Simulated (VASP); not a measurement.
SrTiO3, 5 atoms in the cell. Symmetry: P4mm, No. 99, tetragonal system. Conventional cell: a = 3.891 Å, b = 3.891 Å, c = 3.891 Å, α = 90.00°, β = 90.00°, γ = 90.00°. Within 3.5 Å of Sr (site symmetry 4mm) lie 12 O at 2.62 to 2.89 Å and 4 Ti at 3.09 Å. Within 2.1 Å of Ti (site symmetry 4mm) lie 5 O at 1.57 to 1.98 Å. O (site symmetry 4mm) has 1 Ti at 1.57 Å within 2.1 Å. Within 2.9 Å of O (site symmetry 2mm) lie 2 Ti at 1.98 Å and 4 Sr at 2.62 to 2.89 Å and 8 O at 2.73 to 2.77 Å.  This cell differs from its parent crystal: atoms displaced along several vibrational modes.

```yaml
Program: VASP 6.6.1
Task: single point
Functional: PBEsol
Potentials_or_basis: VASP PAW PBE potentials, release 64 (Sr_sv, Ti_sv, O)
Cutoff: 520 eV
k_mesh: 8 × 8 × 8
Occupations: gaussian, width 0.05 eV
Spin: no spin polarisation
Dipole_correction: no
Further_INCAR_settings: ALGO = Normal; EDIFF = 1e-06; NBANDS = 28
```

Potentials or basis: VASP PAW PBE potentials, release 64 (Sr_sv, Ti_sv, O).

Command:

```sh
$ cat potpaw_PBE.64/Sr_sv/POTCAR potpaw_PBE.64/Ti_sv/POTCAR potpaw_PBE.64/O/POTCAR > POTCAR
$ mpirun -np 1 vasp_std > vasp.out
```

Hardware: 1 thread of Intel(R) Xeon(R) 6975P-C (Granite Rapids) (shared host).

Question: Estimate the wall time of this run.

Answer: Wall time 2.1 min on 1 thread of Intel(R) Xeon(R) 6975P-C (Granite Rapids), on a shared host, peak memory 0.26 GiB. Counts: scf iterations 15, k points 75.
